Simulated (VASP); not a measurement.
# Al (Fm-3m) in VASP: notebook

Al is run at these levels: r2SCAN; tasks: single point.

All numbers are computed with VASP 6.6.1; they aren't measurements. Logs are shortened: lines on timing, memory, paths and dates and some standing lists are left out, and cuts for length are marked.

### Step 1. The cell of the first run

It takes space group Fm-3m (No. 225, cubic). The conventional cell has a = 4.050 Å, b = 4.050 Å, c = 4.050 Å, α = 90.00°, β = 90.00°, γ = 90.00°. Within 3.8 Å of Al (site symmetry m-3m) lie 12 Al at 2.86 Å.

### Step 2. Single point, r2SCAN

Contents of POSCAR:

```
Al
1.0
    0.0000000000      2.0252200000      2.0252200000
    2.0252200000      0.0000000000      2.0252200000
    2.0252200000      2.0252200000      0.0000000000
Al
1
Direct
    0.0000000000      0.0000000000      0.0000000000
```

Contents of INCAR.step1:

```
SYSTEM = Al
ALGO     = Normal         ! electronic algorithm
EDIFF    = 1E-5           ! SCF threshold, eV
ENCUT    = 550            ! plane-wave cutoff, eV
GGA      = PE             ! functional
GGA_COMPAT= .False.      
ISMEAR   = -1             ! smearing method
LASPH    = .True.         ! aspherical terms in the spheres
LCHARG   = .False.        ! write CHGCAR
LREAL    = .False.        ! projectors in reciprocal space
LWAVE    = .True.         ! write WAVECAR
NBANDS   = 8              ! bands
NELM     = 120            ! most SCF steps
PREC     = Accurate       ! precision mode
SIGMA    = 0.1            ! smearing width, eV
```

Contents of INCAR.step2:

```
SYSTEM = Al
ALGO     = Normal         ! electronic algorithm
EDIFF    = 1E-6           ! SCF threshold, eV
ENCUT    = 550            ! plane-wave cutoff, eV
GGA_COMPAT= .False.      
ISIF     = 2              ! what is computed and relaxed
ISMEAR   = -1             ! smearing method
ISTART   = 1            
LASPH    = .True.         ! aspherical terms in the spheres
LCHARG   = .False.        ! write CHGCAR
LMIXTAU  = .True.       
LREAL    = .False.        ! projectors in reciprocal space
LWAVE    = .False.        ! write WAVECAR
METAGGA  = R2SCAN         ! meta-GGA
NBANDS   = 8              ! bands
NELM     = 120            ! most SCF steps
PREC     = Accurate       ! precision mode
SIGMA    = 0.1            ! smearing width, eV
```

Contents of KPOINTS:

```
k-points
0
Gamma
  11 11 11
  0 0 0
```

Potentials or basis: VASP PAW PBE potentials, release 64 (Al).

Run with:

```
> cat potpaw_PBE.64/Al/POTCAR > POTCAR
> cp INCAR.step1 INCAR
> mpirun -np 1 vasp_std > vasp.out
> cp INCAR.step2 INCAR
> mpirun -np 1 vasp_std > vasp.out
```

OUTCAR:

```text
SYSTEM = Al
   EDIFF = 1E-6
   ENCUT = 550
   ISIF = 2
   ISMEAR = -1
   ISTART = 1
   LASPH = .True.
   LREAL = .False.
   METAGGA = R2SCAN
   NELM = 120
   PREC = Accurate

 ion  position               nearest neighbor table
   1  0.000  0.000  0.000-

  LATTYP: Found a face centered cubic cell.
 ALAT       =     4.0504400000

  Lattice vectors:

 A1 = (   0.0000000000,   2.0252200000,   2.0252200000)
 A2 = (   2.0252200000,   0.0000000000,   2.0252200000)
 A3 = (   2.0252200000,   2.0252200000,   0.0000000000)

Analysis of symmetry for initial positions (statically):
=====================================================================
 Subroutine PRICEL returns:
 Original cell was already a primitive cell.

 Routine SETGRP: Setting up the symmetry group for a
 face centered cubic supercell.

 Subroutine GETGRP returns: Found 48 space group operations
 (whereof 48 operations were pure point group operations)
 out of a pool of 48 trial point group operations.

The static configuration has the point symmetry O_h .

Analysis of symmetry for dynamics (positions and initial velocities):
=====================================================================
 Subroutine PRICEL returns:
 Original cell was already a primitive cell.

 Routine SETGRP: Setting up the symmetry group for a
 face centered cubic supercell.

 Subroutine GETGRP returns: Found 48 space group operations
 (whereof 48 operations were pure point group operations)
 out of a pool of 48 trial point group operations.

The dynamic configuration has the point symmetry O_h .

 Subroutine INISYM returns: Found 48 space group operations
 (whereof 48 operations are pure point group operations),
 and found     1 'primitive' translations

----------------------------------------------------------------------------------------

                                     Primitive cell

  volume of cell :      16.6129

  direct lattice vectors                    reciprocal lattice vectors
     0.000000000  2.025220000  2.025220000    -0.246886758  0.246886758  0.246886758
     2.025220000  0.000000000  2.025220000     0.246886758 -0.246886758  0.246886758
     2.025220000  2.025220000  0.000000000     0.246886758  0.246886758 -0.246886758

  length of vectors
     2.864093591  2.864093591  2.864093591     0.427620409  0.427620409  0.427620409

  position of ions in fractional coordinates (direct lattice)
     0.000000000  0.000000000  0.000000000

  ion indices of the primitive-cell ions
   primitive index   ion index
                 1           1

----------------------------------------------------------------------------------------

 KPOINTS: k-points

Automatic generation of k-mesh.
 Grid dimensions read from file:
 generate k-points for:   11   11   11

 Generating k-lattice:

  Cartesian coordinates                     Fractional coordinates (reciprocal lattice)
    -0.022444251  0.022444251  0.022444251     0.090909091  0.000000000  0.000000000
     0.022444251 -0.022444251  0.022444251     0.000000000  0.090909091  0.000000000
     0.022444251  0.022444251 -0.022444251     0.000000000  0.000000000  0.090909091

  Length of vectors
     0.038874583  0.038874583  0.038874583

  Shift w.r.t. Gamma in fractional coordinates (k-lattice)
     0.000000000  0.000000000  0.000000000

 Subroutine IBZKPT returns following result:
 ===========================================

 Found     56 irreducible k-points:

 Following reciprocal coordinates:
            Coordinates               Weight
  0.000000  0.000000  0.000000      1.000000
  0.090909  0.000000  0.000000      8.000000
  0.181818  0.000000  0.000000      8.000000
  0.272727  0.000000  0.000000      8.000000
  0.363636  0.000000  0.000000      8.000000
  0.454545  0.000000  0.000000      8.000000
[... 16 lines left out ...]
 -0.272727  0.181818  0.000000     24.000000
 -0.181818  0.181818  0.000000     12.000000
 [... further k-points ...]
   k-points           NKPTS =     56   k-points in BZ     NKDIM =     56   number of bands    NBANDS=      8
   number of dos      NEDOS =    301   number of ions     NIONS =      1
   total plane-waves  NPLWV =  13824
   dimension x,y,z NGX =    24 NGY =   24 NGZ =   24
   dimension x,y,z NGXF=    48 NGYF=   48 NGZF=   48
   ions per type =               1
   NGX,Y,Z   is equivalent  to a cutoff of  13.93, 13.93, 13.93 a.u.
   NGXF,Y,Z  is equivalent  to a cutoff of  27.86, 27.86, 27.86 a.u.
 SYSTEM =  Al
   PREC   = accura    normal or accurate (medium, high low for compatibility)
   ISTART =      1    job   : 0-new  1-cont  2-samecut
   ICHARG =      0    charge: 1-file 2-atom 10-const
   ISPIN  =      1    spin polarized calculation?
   LNONCOLLINEAR =      F non collinear calculations
   LSORBIT =      F    spin-orbit coupling
   LASPH  =      T    aspherical Exc in radial PAW
   ENCUT  =  550.0 eV  40.42 Ry    6.36 a.u.   5.48  5.48  5.48*2*pi/ulx,y,z
   NELM   =    120;   NELMIN=  2; NELMDL=  0     # of ELM steps
   EDIFF  = 0.1E-05   stopping-criterion for ELM
   LREAL  =      F    real-space projection
   EDIFFG = 0.1E-04   stopping-criterion for IOM
   NSW    =      0    number of steps for IOM
   IBRION =     -1    ionic relax: 0-MD 1-quasi-New 2-CG
   NFREE  =      0    steps in history (QN), initial steepest desc. (CG)
   ISIF   =      2    stress and relaxation
   ISYM   =      2    0-nonsym 1-usesym 2-fastsym
   POTIM  = 0.5000    time-step for ionic-motion
   TEBEG  =    0.0;   TEEND  =   0.0 temperature during run
   PSTRESS=    0.0 pullay stress
   NELECT =       3.0000    total number of electrons
   NUPDOWN=      -1.0000    fix difference up-down
   EMIN   =  10.00;   EMAX   =-10.00  energy-range for DOS
   EFERMI =   0.00;   METHOD = LEGACY
   ISMEAR =    -1;   SIGMA  =   0.10  broadening in eV -4-tet -1-fermi 0-gaus
   EFERMI_NEDOS =   21; number of points for ismear=-14 and -15
   IALGO  =     38    algorithm
   IMIX   =      4    mixing-type and parameters
     AMIX     =   0.40;   BMIX     =  1.00
     AMIX_MAG =   1.60;   BMIX_MAG =  1.00
  volume/ion in A,a.u.               =      16.61       112.11
  Fermi-wavevector in a.u.,A,eV,Ry     =   0.925337  1.748632 11.649957  0.856248
  Thomas-Fermi vector in A             =   2.051180
   LORBIT       =      0    0 simple, 1 ext, 2 COOP (PROOUT), +10 PAW based schemes
   METAGGA = R2SCAN    functional components
   LHFCALC =     F    Hartree Fock is set to
   AEXX    =    0.0000 exact exchange contribution
   IVDW    =     0    specifies the selected vdW correction
   LEPSILON=     F    determine dielectric tensor
   LRPA    =     F    only Hartree local field effects (RPA)
 non-spin polarized calculation
  energy-cutoff  :      550.00
  volume of cell :       16.61
 maximum number of plane-waves:       531
 NGX is ok and might be reduce to    24
   NGX = 11   NGY = 11   NGZ = 11

 number of electron       3.0000000 magnetization

 Free energy of the ion-electron system (eV)
  ---------------------------------------------------
  ext. energy  EPLUGINS =         0.00000000
  ---------------------------------------------------
  free energy    TOTEN  =        -6.74254879 eV

  energy without entropy =       -6.73054473  energy(sigma->0) =       -6.73654676

 E-fermi :   7.9618     XC(G=0): -10.8823

 val. band max:        7.8970468086   @ k =  -0.4545   0.3636   0.0000
 cond. band min:       7.9833994723   @ k =   0.4545   0.1818   0.0909
 fundamental gap:      0.0863526637
 Fermi energy:         7.9618416982

 k-point     1 :       0.0000    0.0000    0.0000
  band No.  band energies     occupation
      1      -3.8455      2.00000
      2      21.2318      0.00000
      3      21.2318      0.00000
      4      21.2318      0.00000
      5      23.0728      0.00000
      6      23.0728      0.00000
      7      23.0728      0.00000
      8      25.2589      0.00000

 k-point     2 :       0.0909    0.0000    0.0000
  band No.  band energies     occupation
      1      -3.6077      2.00000
      2      18.2060      0.00000
      3      20.6205      0.00000
      4      20.6205      0.00000
      5      23.6664      0.00000
      6      24.0510      0.00000
      7      24.0510      0.00000
      8      27.2837      0.00000

 k-point     3 :       0.1818    0.0000    0.0000
  band No.  band energies     occupation
      1      -2.8966      2.00000
      2      14.3456      0.00000
      3      19.8759      0.00000
      4      19.8759      0.00000
      5      23.3912      0.00000
      6      24.8771      0.00000
      7      24.8771      0.00000
      8      26.3578      0.00000

 k-point     4 :       0.2727    0.0000    0.0000
  band No.  band energies     occupation
      1      -1.7191      2.00000
      2      10.7130      0.00000
      3      19.4537      0.00000
      4      19.4537      0.00000
      5      23.1553      0.00000
      6      23.1802      0.00000
      7      23.1802      0.00000
      8      27.4263      0.00000

 k-point     5 :       0.3636    0.0000    0.0000
  band No.  band energies     occupation
      1      -0.0866      2.00000
      2       7.4213      1.99106
      3      19.4101      0.00000
      4      19.4101      0.00000
      5      21.6627      0.00000
      6      21.6627      0.00000
      7      23.2193      0.00000
      8      25.8565      0.00000
[... 177 lines left out ...]
 k-point    22 :      -0.3636    0.1818    0.0000
  band No.  band energies     occupation
      1       2.0579      2.00000
      2       6.2081      2.00000
      3      12.9376      0.00000
      4      17.5858      0.00000
      5      19.6104      0.00000
      6      24.3276      0.00000
      7      27.1633      0.00000
      8      30.2067      0.00000

 k-point    23 :      -0.2727    0.1818    0.0000
  band No.  band energies     occupation
      1       0.1449      2.00000
      2       9.1517      0.00001
      3      12.8054      0.00000
      4      18.8793      0.00000
      5      20.9836      0.00000
      6      24.0630      0.00000
      7      26.6836      0.00000
      8      27.2180      0.00000

 k-point    24 :      -0.1818    0.1818    0.0000
  band No.  band energies     occupation
      1      -1.3287      2.00000
      2      11.9613      0.00000
      3      13.6073      0.00000
      4      20.5672      0.00000
      5      22.6982      0.00000
      6      23.6839      0.00000
      7      25.0629      0.00000
      8      26.0190      0.00000

 [... further k-points ...]

------------------------ aborting loop because EDIFF is reached ----------------------------------------

  FORCE on cell =-STRESS in cart. coord.  units (eV):
  Direction    XX          YY          ZZ          XY          YZ          ZX
  --------------------------------------------------------------------------------------
  -------------------------------------------------------------------------------------
  Total       -0.3805372     -0.3805372     -0.3805372      0.0000000     -0.0000000     -0.0000000
  in kB      -36.6995834    -36.6995834    -36.6995834      0.0000000     -0.0000000     -0.0000000
  external PRESSURE =     -36.6995834 kB  Pullay stress =       0.0000000 kB

 VOLUME and BASIS-vectors are now :
 -----------------------------------------------------------------------------
  energy-cutoff  :      550.00
  volume of cell :       16.61
      direct lattice vectors                 reciprocal lattice vectors
     0.000000000  2.025220000  2.025220000    -0.246886758  0.246886758  0.246886758
     2.025220000  0.000000000  2.025220000     0.246886758 -0.246886758  0.246886758
     2.025220000  2.025220000  0.000000000     0.246886758  0.246886758 -0.246886758

 POSITION                                       TOTAL-FORCE (eV/Angst)
 -----------------------------------------------------------------------------------
      0.00000      0.00000      0.00000        -0.000000     -0.000000     -0.000000
 -----------------------------------------------------------------------------------
    total drift:                                0.000000     -0.000000      0.000000

  FREE ENERGIE OF THE ION-ELECTRON SYSTEM (eV)
  ---------------------------------------------------
  free  energy   TOTEN  =        -6.7425487950 eV

  energy  without entropy=       -6.7305447276  energy(sigma->0) =       -6.73654676
```

Run time: 45 s. Hardware: 1 thread of AMD EPYC 7R13, shared host; peak memory 0.11 GiB.

Results:

```
Free energy : -6.7425 eV
Pressure    : -3.7 GPa
```

Caveat: the PAW data sets were made with another functional, which shifts forces and pressure a little.

### Step 3. Single point, r2SCAN

POSCAR is that of step 2.

Contents of INCAR.step1:

```
PREC = Accurate
ENCUT = 550
ISMEAR = -1
SIGMA = 0.1
LREAL = False
LASPH = True
NELM = 120
NBANDS = 8
GGA = PE
ALGO = Normal
EDIFF = 1E-5
LWAVE = True
LCHARG = False
GGA_COMPAT = False
```

Contents of INCAR.step2:

```
PREC = Accurate
ENCUT = 550
EDIFF = 1E-6
ISMEAR = -1
SIGMA = 0.1
LREAL = False
LASPH = True
NELM = 120
ALGO = Normal
ISIF = 2
LWAVE = False
LCHARG = False
METAGGA = R2SCAN
LMIXTAU = True
NBANDS = 8
ISTART = 1
GGA_COMPAT = False
```

Contents of KPOINTS:

```
Automatic mesh
0
Gamma
  11 11 11
```

Potentials or basis: VASP PAW PBE potentials, release 64 (Al).

Run with:

```
> cat potpaw_PBE.64/Al/POTCAR > POTCAR
> cp INCAR.step1 INCAR
> mpirun -np 1 vasp_std > vasp.out
> cp INCAR.step2 INCAR
> mpirun -np 1 vasp_std > vasp.out
```

OUTCAR:

```text
PREC = Accurate
   ENCUT = 550
   EDIFF = 1E-6
   ISMEAR = -1
   LREAL = False
   LASPH = True
   NELM = 120
   ISIF = 2
   METAGGA = R2SCAN
   ISTART = 1

 ion  position               nearest neighbor table
   1  0.000  0.000  0.000-

  LATTYP: Found a face centered cubic cell.
 ALAT       =     4.0504400000

  Lattice vectors:

 A1 = (   0.0000000000,   2.0252200000,   2.0252200000)
 A2 = (   2.0252200000,   0.0000000000,   2.0252200000)
[... 442 lines left out ...]
      7      25.0629      0.00000
      8      26.0190      0.00000

 [... further k-points ...]

------------------------ aborting loop because EDIFF is reached ----------------------------------------

  FORCE on cell =-STRESS in cart. coord.  units (eV):
  Direction    XX          YY          ZZ          XY          YZ          ZX
  --------------------------------------------------------------------------------------
  -------------------------------------------------------------------------------------
  Total       -0.3805372     -0.3805372     -0.3805372      0.0000000     -0.0000000     -0.0000000
  in kB      -36.6995834    -36.6995834    -36.6995834      0.0000000     -0.0000000     -0.0000000
  external PRESSURE =     -36.6995834 kB  Pullay stress =       0.0000000 kB

 VOLUME and BASIS-vectors are now :
 -----------------------------------------------------------------------------
  energy-cutoff  :      550.00
  volume of cell :       16.61
      direct lattice vectors                 reciprocal lattice vectors
     0.000000000  2.025220000  2.025220000    -0.246886758  0.246886758  0.246886758
     2.025220000  0.000000000  2.025220000     0.246886758 -0.246886758  0.246886758
     2.025220000  2.025220000  0.000000000     0.246886758  0.246886758 -0.246886758

 POSITION                                       TOTAL-FORCE (eV/Angst)
 -----------------------------------------------------------------------------------
      0.00000      0.00000      0.00000        -0.000000     -0.000000     -0.000000
 -----------------------------------------------------------------------------------
    total drift:                                0.000000     -0.000000      0.000000

  FREE ENERGIE OF THE ION-ELECTRON SYSTEM (eV)
  ---------------------------------------------------
  free  energy   TOTEN  =        -6.7425487950 eV

  energy  without entropy=       -6.7305447276  energy(sigma->0) =       -6.73654676
```

Run time: 50 s. Hardware: 1 thread of AMD EPYC 7R13, shared host; peak memory 0.11 GiB.

Results:

```
Free energy : -6.7425 eV
Pressure    : -3.7 GPa
```

Levels at points of the mesh, in eV from the Fermi level:
```
           k point  band 1  band 2  band 3  band 4
(0.00, 0.00, 0.00)  -11.81   13.27   13.27   13.27
```

Caveat: the PAW data sets were made with another functional, which shifts forces and pressure a little.
